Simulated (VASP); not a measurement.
**Al2Au: single point with PBEsol**

Crystal: Al2Au.

```
Au Al
1.0
     0.00000    3.03948    3.03948
     3.03948    0.00000    3.03948
     3.03948    3.03948    0.00000
Au Al
1 2
Cartesian
  0.0000 0.0000 0.0000
  4.5592 4.5592 4.5592
  1.5197 1.5197 1.5197
```

This cell differs from its parent crystal: volume scaled by 1.04.

| Property | Result |
| --- | --- |
| Program | VASP 6.6.1 |
| Task | single point |
| Functional | PBEsol |
| Potentials or basis | VASP PAW PBE potentials, release 64 (Au, Al) |
| Cutoff | 520 eV |
| k mesh | 8 × 8 × 8 |
| Occupations | fermi-dirac, width 0.05 eV |
| Spin | no spin polarisation |

```
Pressure : -4.2 GPa
```

Levels at points of the mesh, in eV from the Fermi level:
```
           k point  band 7  band 8  band 9  band 10  band 11  band 12
(0.00, 0.00, 0.00)    2.01    2.92    2.92     2.92     3.77     3.77
(0.50, 0.00, 0.00)   -5.31    0.39    0.39     3.19     3.30     3.70
(0.50, 0.50, 0.00)   -4.90   -2.01   -2.01     1.07     2.02     7.64
```

Wall time 12 s on 1 thread of AMD EPYC 9R45 96-Core Processor (Zen 5) (shared host), peak memory 0.15 GiB.

Caveat: the PAW data sets were made with another functional, which shifts forces and pressure a little; spin-orbit coupling is left out, which moves the levels of the heavy elements.
